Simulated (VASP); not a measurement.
# Sb (Pm-3m) in VASP: further runs, part 2 of 2

VASP 6.6.1. The steps go on from the part before.

### Step 5. Relaxation of cell and atoms, PBEsol, target pressure 2 GPa, at which the enthalpy is minimised

This run uses another cell than the first one, of 31.55 Å³/atom, 1.239 times its volume.

File INCAR:

```
SYSTEM = Sb
ALGO = Normal ; EDIFF = 1E-7
EDIFFG = -0.01 ; ENCUT = 600
GGA = PS ; IBRION = 2
ISIF = 3 ; ISMEAR = -1
LASPH = .TRUE. ; LCHARG = .FALSE.
LREAL = .FALSE. ; LWAVE = .FALSE.
NELM = 60 ; NSW = 60
PREC = Accurate ; PSTRESS = 20.0
SIGMA = 0.05
```

File KPOINTS:

```
k-points
0
G
  8 8 8
  0 0 0
```

File POSCAR:

```
Sb
1.0
    3.1600000000      0.0000000000      0.0000000000
    0.0000000000      3.1600000000      0.0000000000
    0.0000000000      0.0000000000      3.1600000000
Sb
1
Direct
    0.0000000000      0.0000000000      0.0000000000
```

Potentials or basis: VASP PAW PBE potentials, release 64 (Sb).

The run is started by

```sh
$ cat potpaw_PBE.64/Sb/POTCAR > POTCAR
$ mpirun -np 1 vasp_std > vasp.out
```

OUTCAR:

```text
SYSTEM = Sb
   EDIFF = 1E-7
   EDIFFG = -0.01
   ENCUT = 600
   GGA = PS
   IBRION = 2
   ISIF = 3
   ISMEAR = -1
   LASPH = .TRUE.
   LREAL = .FALSE.
   NELM = 60
   NSW = 60
   PREC = Accurate
   PSTRESS = 20.0

 ion  position               nearest neighbor table
   1  0.000  0.000  0.000-

  LATTYP: Found a simple cubic cell.
 ALAT       =     3.1600000000

  Lattice vectors:

 A1 = (   3.1600000000,   0.0000000000,   0.0000000000)
 A2 = (   0.0000000000,   3.1600000000,   0.0000000000)
 A3 = (   0.0000000000,   0.0000000000,   3.1600000000)

Analysis of symmetry for initial positions (statically):
=====================================================================
 Subroutine PRICEL returns:
 Original cell was already a primitive cell.
[... 167 lines left out ...]
  free energy    TOTEN  =        -4.47778379 eV

  energy without entropy =       -4.47051434  energy(sigma->0) =       -4.47414906

 E-fermi :   6.2412     XC(G=0):  -9.5210

 val. band max:        6.2322768560   @ k =   0.3750   0.2500   0.1250
 cond. band min:       6.4413304021   @ k =   0.2500   0.2500   0.2500
 fundamental gap:      0.2090535461
 Fermi energy:         6.2412007098

 k-point     1 :       0.0000    0.0000    0.0000
  band No.  band energies     occupation
      1      -5.6852      2.00000
      2       9.4151      0.00000
      3       9.4151      0.00000
      4       9.4151      0.00000
      5      13.1912      0.00000
      6      13.1912      0.00000
[... 280 lines left out ...]
--------------------------------------- Ionic step        3  -------------------------------------------

 number of electron       5.0000000 magnetization

 Free energy of the ion-electron system (eV)
  ---------------------------------------------------
  ext. energy  EPLUGINS =         0.00000000
  ---------------------------------------------------
  free energy    TOTEN  =        -4.51397807 eV

  energy without entropy =       -4.50626252  energy(sigma->0) =       -4.51012029

 E-fermi :   7.6846     XC(G=0): -10.0049

 val. band max:        7.6699814440   @ k =   0.3750   0.2500   0.1250
 cond. band min:       7.9478828236   @ k =   0.3750   0.2500   0.2500
 fundamental gap:      0.2779013796
 Fermi energy:         7.6845734246

 k-point     1 :       0.0000    0.0000    0.0000
  band No.  band energies     occupation
      1      -5.1248      2.00000
      2      11.1549      0.00000
      3      11.1549      0.00000
      4      11.1549      0.00000
      5      14.7574      0.00000
      6      14.7574      0.00000
[... 239 lines left out ...]
  energy  without entropy=       -4.5062625158  energy(sigma->0) =       -4.51012029

  enthalpy is  TOTEN    =        -4.1628673652 eV   P V=        0.3511107065

 reached required accuracy - stopping structural energy minimisation
```

OSZICAR:

```text
N       E                     dE             d eps       ncg     rms          rms(c)
DAV:   1     0.883240475887E+01    0.88324E+01   -0.19296E+03   426   0.634E+02
DAV:   2    -0.419804723793E+01   -0.13030E+02   -0.12648E+02   588   0.769E+01
DAV:   3    -0.447730785737E+01   -0.27926E+00   -0.26989E+00   516   0.119E+01
[... 26 lines left out ...]
DAV:   4    -0.451402172818E+01    0.51393E-05   -0.32469E-04   462   0.170E-01    0.134E-01
DAV:   5    -0.451398148483E+01    0.40243E-04   -0.28278E-05   438   0.464E-02    0.567E-02
DAV:   6    -0.451397842203E+01    0.30628E-05   -0.91471E-07   462   0.971E-03    0.139E-02
DAV:   7    -0.451397806161E+01    0.36042E-06   -0.79234E-08   426   0.190E-03    0.942E-04
DAV:   8    -0.451397807171E+01   -0.10102E-07   -0.41762E-09   210   0.590E-04
   3 F= -.41628674E+01 E0= -.41590096E+01  d E =-.789788E-01
```

Run time: 33 s. Hardware: 1 thread of Intel Xeon 8259CL, shared host; peak memory 0.17 GiB.

Results:

* Free energy: -4.5140 eV
* Relaxed volume: 28.13 Å³/atom
* Relaxed cell: a = 3.041 Å, b = 3.041 Å, c = 3.041 Å, α = 90.00°, β = 90.00°, γ = 90.00°
* Space group after relaxing (to 0.05 Å): Pm-3m (No. 221)
* Energy change on relaxing (the enthalpy is what falls): -36.2 meV/atom
* Ionic steps: 3
* Pressure after relaxing: 2.0 GPa

Step by step:
```
step  energy change (eV)  largest force (eV/Å)  pressure (GPa)  volume (Å³)
   1              0.0000                0.0000           -4.63        31.55
   2              0.0325                0.0000            8.48        25.96
   3             -0.0362                0.0000            1.97        28.13
```

Final structure:
```cif
data_structure
_symmetry_space_group_name_H-M 'P 1'
_symmetry_Int_Tables_number 1
_cell_length_a 3.0412
_cell_length_b 3.0412
_cell_length_c 3.0412
_cell_angle_alpha 90.000
_cell_angle_beta 90.000
_cell_angle_gamma 90.000
_cell_volume 28.13
loop_
_atom_site_label
_atom_site_type_symbol
_atom_site_fract_x
_atom_site_fract_y
_atom_site_fract_z
_atom_site_occupancy
Sb1 Sb 0.00000 0.00000 0.00000 1
```

Caveat: the cell is relaxed towards a set pressure, so the enthalpy falls and the energy may rise; the PAW data sets were made with another functional, which shifts forces and pressure a little; spin-orbit coupling is left out, which moves the levels of the heavy elements.

### Step 6. The runs side by side

| task | cell | cutoff (eV) | gap on the mesh (eV) | pressure (GPa) |
| --- | --- | --- | --- | --- |
| single point | a = 2.942 Å, 1 atom | 520 | none | 10.3 |
| single point | a = 3.039 Å, 1 atom | 520 | none | 2.2 |
| single point | a = 2.999 Å, 1 atom | 520 | none | 5.2 |
| relaxation of cell and atoms | relaxed to 2 GPa from a = 3.160 Å, 1 atom | 600 | none | 2.0 |

Alike in all rows: level PBEsol; potentials or basis VASP PAW PBE potentials, release 64 (Sb); no spin polarisation; k mesh 8 × 8 × 8; smearing fermi-dirac 0.05 eV.

Caveats: the PAW data sets were made with another functional, which shifts forces and pressure a little; spin-orbit coupling is left out, which moves the levels of the heavy elements; the cell is relaxed towards a set pressure, so the enthalpy falls and the energy may rise (some runs).

Absolute energies hang on the potentials; compare differences alone.
